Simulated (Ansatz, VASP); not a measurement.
## One calculation of Ti, two programs

```
Ti
1.0
    -1.67382    1.67382    1.64100
     1.67382   -1.67382    1.64100
     1.67382    1.67382   -1.64100
Ti
1
Direct
  0.00000 0.00000 0.00000
```

Change from the starting cell: equal xx and yy strain of +2 %.

Alike in both runs: task single point; functional PBEsol; k mesh 14 × 14 × 14; occupations fermi-dirac, width 0.05 eV; no spin polarisation.

```csv
,VASP,Ansatz
version,VASP 6.6.1,Ansatz 0.2.0
potentials or method,"VASP PAW PBE potentials, release 64 (Ti_sv), cutoff 520 eV","all-electron LAPW, scalar-relativistic"
```

```csv
,VASP,Ansatz,Ansatz less VASP
pressure (GPa),-10.1,-10.0,+0.12
"traceless stress, the component that is largest in VASP (GPa)",-0.40,-0.40,-0.002
```

VASP's potentials were made for PBE, not for PBEsol. Ansatz ran all-electron here, and VASP with PAW potentials.
